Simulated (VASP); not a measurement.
# ZnCu3 (Cu (100), 4 layers) in VASP: a series of runs

The runs below take ZnCu3 (Cu (100), 4 layers) through single point, with LDA.

Program: VASP 6.6.1. These are calculated values, not measurements. Logs are shortened: lines on timing, memory, paths and dates and some standing lists are left out, and cuts for length are marked.

### Step 1. The cell of the first run

The cell holds a slab with vacuum, 4 atoms: a = 2.487 Å, b = 2.487 Å, c = 21.277 Å, α = 90.00°, β = 90.00°, γ = 90.00°.

### Step 2. Single point, LDA

Contents of INCAR:

```
SYSTEM = ZnCu3
PREC = Accurate
ENCUT = 520
EDIFF = 1E-6
ISMEAR = -1
SIGMA = 0.08
LREAL = .False.
LASPH = .True.
NELM = 80
ALGO = Normal
ISIF = 2
LWAVE = .False.
LCHARG = .False.
LDIPOL = .True.
IDIPOL = 3
DIPOL = 0.5 0.5 0.500
GGA = CA
NBANDS = 30
```

Contents of KPOINTS:

```
Automatic mesh
0
Gamma
  15 15 1
  0 0 0
```

Contents of POSCAR:

```
ZnCu3
1.0
    2.4874897871      0.0000000000      0.0000000000
    0.0000000000      2.4874897871      0.0000000000
    0.0000000000      0.0000000000     21.2768000000
Zn Cu
1 3
Direct
    0.2500000000      0.2500000000      0.3779490877
    0.7500000000      0.7500000000      0.4582979167
    0.2500000000      0.2500000000      0.5417020740
    0.7500000000      0.7500000000      0.6220509211
```

Potentials or basis: VASP PAW LDA potentials, release 64 (Zn, Cu).

The run is started by

```sh
cat potpaw_LDA.64/Zn/POTCAR potpaw_LDA.64/Cu/POTCAR > POTCAR
mpirun -np 1 vasp_std > vasp.out
```

OUTCAR:

```text
SYSTEM = ZnCu3
   PREC = Accurate
   ENCUT = 520
   EDIFF = 1E-6
   ISMEAR = -1
   LREAL = .False.
   LASPH = .True.
   NELM = 80
   ISIF = 2
   GGA = CA

 ion  position               nearest neighbor table
   1  0.250  0.250  0.378-   2 2.45   2 2.45   2 2.45   2 2.45
   2  0.750  0.750  0.458-   1 2.45   1 2.45   1 2.45   1 2.45   3 2.50   3 2.50   3 2.50   3 2.50

   3  0.250  0.250  0.542-   4 2.45   4 2.45   4 2.45   4 2.45   2 2.50   2 2.50   2 2.50   2 2.50

   4  0.750  0.750  0.622-   3 2.45   3 2.45   3 2.45   3 2.45

  LATTYP: Found a simple tetragonal cell.
 ALAT       =     2.4874897871
 C/A-ratio  =     8.5535225553

  Lattice vectors:

 A1 = (   2.4874897871,   0.0000000000,   0.0000000000)
 A2 = (   0.0000000000,   2.4874897871,   0.0000000000)
 A3 = (   0.0000000000,   0.0000000000,  21.2768000000)

Analysis of symmetry for initial positions (statically):
=====================================================================
 Subroutine PRICEL returns:
 Original cell was already a primitive cell.

 Routine SETGRP: Setting up the symmetry group for a
 simple tetragonal supercell.

 Subroutine GETGRP returns: Found  8 space group operations
 (whereof  2 operations were pure point group operations)
 out of a pool of 16 trial point group operations.

The static configuration has the point symmetry C_1h.
 The point group associated with its full space group is C_4v.

Analysis of symmetry for dynamics (positions and initial velocities):
=====================================================================
 Subroutine PRICEL returns:
 Original cell was already a primitive cell.

 Routine SETGRP: Setting up the symmetry group for a
 simple tetragonal supercell.

 Subroutine GETGRP returns: Found  8 space group operations
 (whereof  2 operations were pure point group operations)
 out of a pool of 16 trial point group operations.

The dynamic configuration has the point symmetry C_1h.
 The point group associated with its full space group is C_4v.

 Subroutine INISYM returns: Found  8 space group operations
 (whereof  2 operations are pure point group operations),
 and found     1 'primitive' translations

----------------------------------------------------------------------------------------

                                     Primitive cell

  volume of cell :     131.6524

  direct lattice vectors                    reciprocal lattice vectors
     2.487489787  0.000000000  0.000000000     0.402011701  0.000000000  0.000000000
     0.000000000  2.487489787  0.000000000     0.000000000  0.402011701  0.000000000
     0.000000000  0.000000000 21.276800000     0.000000000  0.000000000  0.046999549

  length of vectors
     2.487489787  2.487489787 21.276800000     0.402011701  0.402011701  0.046999549

  position of ions in fractional coordinates (direct lattice)
     0.250000000  0.250000000  0.377949088
     0.750000000  0.750000000  0.458297917
     0.250000000  0.250000000  0.541702074
     0.750000000  0.750000000  0.622050921

  ion indices of the primitive-cell ions
   primitive index   ion index
                 1           1
                 2           2
                 3           3
                 4           4

----------------------------------------------------------------------------------------

 KPOINTS: Automatic mesh

Automatic generation of k-mesh.
 Grid dimensions read from file:
 generate k-points for:   15   15    1

 Generating k-lattice:

  Cartesian coordinates                     Fractional coordinates (reciprocal lattice)
     0.026800780  0.000000000  0.000000000     0.066666667  0.000000000  0.000000000
     0.000000000  0.026800780  0.000000000     0.000000000  0.066666667  0.000000000
     0.000000000  0.000000000  0.046999549     0.000000000  0.000000000  1.000000000

  Length of vectors
     0.026800780  0.026800780  0.046999549

  Shift w.r.t. Gamma in fractional coordinates (k-lattice)
     0.000000000  0.000000000  0.000000000

 Subroutine IBZKPT returns following result:
 ===========================================

 Found     36 irreducible k-points:

 Following reciprocal coordinates:
            Coordinates               Weight
  0.000000  0.000000  0.000000      1.000000
  0.066667  0.000000  0.000000      4.000000
  0.133333  0.000000  0.000000      4.000000
  0.200000  0.000000  0.000000      4.000000
  0.266667  0.000000  0.000000      4.000000
  0.333333  0.000000  0.000000      4.000000
[... 16 lines left out ...]
  0.266667  0.200000  0.000000      8.000000
  0.333333  0.200000  0.000000      8.000000
 [... further k-points ...]
   k-points           NKPTS =     36   k-points in BZ     NKDIM =     36   number of bands    NBANDS=     30
   number of dos      NEDOS =    301   number of ions     NIONS =      4
   total plane-waves  NPLWV =  64000
   dimension x,y,z NGX =    20 NGY =   20 NGZ =  160
   dimension x,y,z NGXF=    40 NGYF=   40 NGZF=  320
   ions per type =               1   3
   NGX,Y,Z   is equivalent  to a cutoff of  13.37, 13.37, 12.50 a.u.
   NGXF,Y,Z  is equivalent  to a cutoff of  26.73, 26.73, 25.00 a.u.
 SYSTEM =  ZnCu3
   PREC   = accura    normal or accurate (medium, high low for compatibility)
   ISTART =      0    job   : 0-new  1-cont  2-samecut
   ICHARG =      2    charge: 1-file 2-atom 10-const
   ISPIN  =      1    spin polarized calculation?
   LNONCOLLINEAR =      F non collinear calculations
   LSORBIT =      F    spin-orbit coupling
   LASPH  =      T    aspherical Exc in radial PAW
   ENCUT  =  520.0 eV  38.22 Ry    6.18 a.u.   4.63  4.63 39.56*2*pi/ulx,y,z
   NELM   =     80;   NELMIN=  2; NELMDL= -5     # of ELM steps
   EDIFF  = 0.1E-05   stopping-criterion for ELM
   LREAL  =      F    real-space projection
   EDIFFG = 0.1E-04   stopping-criterion for IOM
   NSW    =      0    number of steps for IOM
   IBRION =     -1    ionic relax: 0-MD 1-quasi-New 2-CG
   NFREE  =      0    steps in history (QN), initial steepest desc. (CG)
   ISIF   =      2    stress and relaxation
   ISYM   =      2    0-nonsym 1-usesym 2-fastsym
   POTIM  = 0.5000    time-step for ionic-motion
   TEBEG  =    0.0;   TEEND  =   0.0 temperature during run
   PSTRESS=    0.0 pullay stress
   NELECT =      45.0000    total number of electrons
   NUPDOWN=      -1.0000    fix difference up-down
   EMIN   =  10.00;   EMAX   =-10.00  energy-range for DOS
   EFERMI =   0.00;   METHOD = LEGACY
   ISMEAR =    -1;   SIGMA  =   0.08  broadening in eV -4-tet -1-fermi 0-gaus
   EFERMI_NEDOS =   21; number of points for ismear=-14 and -15
   IALGO  =     38    algorithm
   IMIX   =      4    mixing-type and parameters
     AMIX     =   0.40;   BMIX     =  1.00
     AMIX_MAG =   1.60;   BMIX_MAG =  1.00
  volume/ion in A,a.u.               =      32.91       222.11
  Fermi-wavevector in a.u.,A,eV,Ry     =   1.144641  2.163058 17.826399  1.310203
  Thomas-Fermi vector in A             =   2.281332
   LORBIT       =      0    0 simple, 1 ext, 2 COOP (PROOUT), +10 PAW based schemes
   GGA     = CA    functional components
   LHFCALC =     F    Hartree Fock is set to
   AEXX    =    0.0000 exact exchange contribution
   IVDW    =     0    specifies the selected vdW correction
   LEPSILON=     F    determine dielectric tensor
   LRPA    =     F    only Hartree local field effects (RPA)
 non-spin polarized calculation
  energy-cutoff  :      520.00
  volume of cell :      131.65
 maximum number of plane-waves:      3597
 NGX is ok and might be reduce to    20
   NGX =  9   NGY =  9   NGZ = 79

 dipolmoment           0.000000      0.000000     -0.000000 electrons x Angstroem

 number of electron      45.0000058 magnetization

 dipolmoment           0.000000      0.000000      0.008950 electrons x Angstroem

 Free energy of the ion-electron system (eV)
  ---------------------------------------------------
  ext. energy  EPLUGINS =         0.00000000
  ---------------------------------------------------
  free energy    TOTEN  =       -14.83750680 eV

  energy without entropy =      -14.81427359  energy(sigma->0) =      -14.82589020

 E-fermi :  -0.5857     XC(G=0):  -5.5049

 val. band max:       -0.5978090002   @ k =   0.2667   0.2667   0.0000
 cond. band min:      -0.5379842572   @ k =   0.3333   0.2000   0.0000
 fundamental gap:      0.0598247429
 Fermi energy:        -0.5857070084

 k-point     1 :       0.0000    0.0000    0.0000
  band No.  band energies     occupation
      1     -10.9189      2.00000
      2      -9.4127      2.00000
      3      -9.2237      2.00000
      4      -8.5288      2.00000
      5      -7.9728      2.00000
      6      -7.9728      2.00000
[... 22 lines left out ...]
     29       5.8924      0.00000
     30       7.7536      0.00000

 k-point     2 :       0.0667    0.0000    0.0000
  band No.  band energies     occupation
      1     -10.8097      2.00000
      2      -9.3376      2.00000
      3      -9.1928      2.00000
      4      -8.4719      2.00000
      5      -8.0080      2.00000
      6      -7.9699      2.00000
[... 22 lines left out ...]
     29       5.9910      0.00000
     30       7.8631      0.00000

 k-point     3 :       0.1333    0.0000    0.0000
  band No.  band energies     occupation
      1     -10.4923      2.00000
      2      -9.2037      2.00000
      3      -9.0343      2.00000
      4      -8.3021      2.00000
      5      -8.0866      2.00000
      6      -7.9619      2.00000
[... 22 lines left out ...]
     29       6.2852      0.00000
     30       8.1907      0.00000

 k-point     4 :       0.2000    0.0000    0.0000
  band No.  band energies     occupation
      1     -10.0114      2.00000
      2      -9.0988      2.00000
      3      -8.7397      2.00000
      4      -8.2280      2.00000
      5      -7.9513      2.00000
      6      -7.9133      2.00000
[... 22 lines left out ...]
     29       6.6062      0.00000
     30       6.8984      0.00000

 k-point     5 :       0.2667    0.0000    0.0000
  band No.  band energies     occupation
      1      -9.5141      2.00000
      2      -8.9709      2.00000
      3      -8.4717      2.00000
      4      -8.1677      2.00000
      5      -7.9645      2.00000
      6      -7.9214      2.00000
[... 22 lines left out ...]
     29       6.5177      0.00000
     30       6.8266      0.00000
[... 526 lines left out ...]
     29       7.3971      0.00000
     30       8.8212      0.00000

 k-point    22 :       0.2000    0.2000    0.0000
  band No.  band energies     occupation
      1      -9.2348      2.00000
      2      -8.7483      2.00000
      3      -8.5888      2.00000
      4      -8.2094      2.00000
      5      -8.1584      2.00000
      6      -7.9040      2.00000
[... 22 lines left out ...]
     29       7.0449      0.00000
     30       7.6528      0.00000

 k-point    23 :       0.2667    0.2000    0.0000
  band No.  band energies     occupation
      1      -8.9461      2.00000
      2      -8.6481      2.00000
      3      -8.4481      2.00000
      4      -8.2877      2.00000
      5      -8.1879      2.00000
      6      -7.5910      2.00000
[... 22 lines left out ...]
     29       7.2316      0.00000
     30       7.8203      0.00000

 k-point    24 :       0.3333    0.2000    0.0000
  band No.  band energies     occupation
      1      -8.8532      2.00000
      2      -8.6330      2.00000
      3      -8.4125      2.00000
      4      -8.3025      2.00000
      5      -8.1404      2.00000
      6      -6.9301      2.00000
[... 22 lines left out ...]
     29       7.6847      0.00000
     30       7.7501      0.00000

 [... further k-points ...]

------------------------ aborting loop because EDIFF is reached ----------------------------------------

 vacuum level on the upper side and lower side of the slab       (xc-potential included)        -0.032        -0.292

  FORCE on cell =-STRESS in cart. coord.  units (eV):
  Direction    XX          YY          ZZ          XY          YZ          ZX
  --------------------------------------------------------------------------------------
  -------------------------------------------------------------------------------------
  Total        0.3407884      0.3407884      1.2439146      0.0000000      0.0000000     -0.0000000
  in kB        4.1473094      4.1473094     15.1381296      0.0000000      0.0000000     -0.0000000
  external PRESSURE =       7.8109161 kB  Pullay stress =       0.0000000 kB

 VOLUME and BASIS-vectors are now :
 -----------------------------------------------------------------------------
  energy-cutoff  :      520.00
  volume of cell :      131.65
      direct lattice vectors                 reciprocal lattice vectors
     2.487489787  0.000000000  0.000000000     0.402011701  0.000000000  0.000000000
     0.000000000  2.487489787  0.000000000     0.000000000  0.402011701  0.000000000
     0.000000000  0.000000000 21.276800000     0.000000000  0.000000000  0.046999549

 POSITION                                       TOTAL-FORCE (eV/Angst)
 -----------------------------------------------------------------------------------
      0.62187      0.62187      8.04155        -0.000000     -0.000000     -0.649838
      1.86562      1.86562      9.75111         0.000000      0.000000      0.595434
      0.62187      0.62187     11.52569         0.000000     -0.000000      0.020852
      1.86562      1.86562     13.23525        -0.000000     -0.000000      0.033552
 -----------------------------------------------------------------------------------
    total drift:                               -0.000000      0.000000      0.000640

  FREE ENERGIE OF THE ION-ELECTRON SYSTEM (eV)
  ---------------------------------------------------
  free  energy   TOTEN  =       -14.8375068023 eV

  energy  without entropy=      -14.8142735928  energy(sigma->0) =      -14.82589020

 vacuum level on the upper side and lower side of the slab         4.189         3.920
```

Run time: 3.8 min. Hardware: 1 thread of Oxide Virtual Turin-like, shared host; peak memory 0.24 GiB.

What came out:

- Free energy: -14.8375 eV
- Largest force: 0.650 eV/Å

Forces in eV/Å, atoms in the order of the input:
```
Zn   0.000  0.000 -0.650
Cu   0.000  0.000  0.595
Cu   0.000  0.000  0.021
Cu   0.000  0.000  0.034
```

### Step 3. Single point, LDA

Contents of INCAR:

```
  ALGO = Normal
  DIPOL = 0.5 0.5 0.500
  EDIFF = 1E-6
  ENCUT = 520
  GGA = CA
  IDIPOL = 3
  ISIF = 2
  ISMEAR = -1
  LASPH = True
  LCHARG = True
  LDIPOL = True
  LELF = True
  LREAL = False
  LVACPOTAV = True
  LVHAR = True
  LWAVE = False
  NBANDS = 30
  NELM = 80
  PREC = Accurate
  SIGMA = 0.08
```

Contents of KPOINTS:

```
k-points
0
Gamma
  15 15 1
```

Contents of POSCAR:

```
ZnCu3
1.0
    2.4874897871      0.0000000000      0.0000000000
    0.0000000000      2.4874897871      0.0000000000
    0.0000000000      0.0000000000     21.2768000000
Cu Zn
3 1
Direct
    0.2500000000      0.2500000000      0.3779490877
    0.2500000000      0.2500000000      0.5417020740
    0.7500000000      0.7500000000      0.6220509211
    0.7500000000      0.7500000000      0.4582979167
```

Potentials or basis: VASP PAW LDA potentials, release 64 (Cu, Zn).

The run is started by

```sh
cat potpaw_LDA.64/Cu/POTCAR potpaw_LDA.64/Zn/POTCAR > POTCAR
mpirun -np 1 vasp_std > vasp.out
```

Run time: 4.2 min. Hardware: 1 thread of Oxide Virtual Turin-like, shared host; peak memory 0.25 GiB.

It converged, with:

| Item | Value |
| --- | --- |
| Free energy | -14.6046 eV |
| Largest force | 0.469 eV/Å |

Forces on the atoms (eV/Å):
```
Cu   0.000  0.000 -0.469
Cu   0.000  0.000  0.284
Cu   0.000  0.000  0.132
Zn   0.000  0.000  0.054
```

Levels at points of the mesh, in eV from the Fermi level:
```
           k point  band 20  band 21  band 22  band 23  band 24  band 25  band 26  band 27
(0.00, 0.00, 0.00)    -2.01    -1.87    -1.87    -1.65    -0.97     0.64     4.67     4.72
```

### Step 4. Single point, LDA

Contents of INCAR:

```
PREC     = Accurate       # precision mode
ENCUT    = 520            # plane-wave cutoff, eV
EDIFF    = 1E-6           # SCF threshold, eV
ISMEAR   = -1             # smearing method
SIGMA    = 0.08           # smearing width, eV
LREAL    = False          # projectors in reciprocal space
LASPH    = True           # aspherical terms in the spheres
NELM     = 60             # most SCF steps
ALGO     = Normal         # electronic algorithm
ISIF     = 2              # what is computed and relaxed
LWAVE    = False          # write WAVECAR
LCHARG   = False          # write CHGCAR
LDIPOL   = True         
IDIPOL   = 3            
DIPOL    = 0.5 0.5 0.500
NBANDS   = 30             # bands
```

Contents of KPOINTS:

```
regular mesh
0
Gamma
  15 15 1
```

POSCAR is that of step 3.

The run is started by

```sh
cat potpaw_LDA.64/Cu/POTCAR potpaw_LDA.64/Zn/POTCAR > POTCAR
mpirun -np 1 vasp_std > vasp.out
```

It took 3.6 min on 1 thread of Oxide Virtual Turin-like, shared host; peak memory 0.25 GiB.

The run converged. Its results:

- Free energy: -14.6046 eV
- Largest force: 0.469 eV/Å

Forces in eV/Å, atoms in the order of the input:
```
Cu   0.000  0.000 -0.469
Cu   0.000  0.000  0.284
Cu   0.000  0.000  0.132
Zn   0.000  0.000  0.054
```

Levels at points of the mesh, in eV from the Fermi level:
```csv
k point,band 19,band 20,band 21,band 22,band 23,band 24,band 25,band 26,band 27,band 28
"(0.00, 0.00, 0.00)",-2.42,-2.01,-1.87,-1.87,-1.65,-0.97,0.64,4.67,4.72,5.86
```
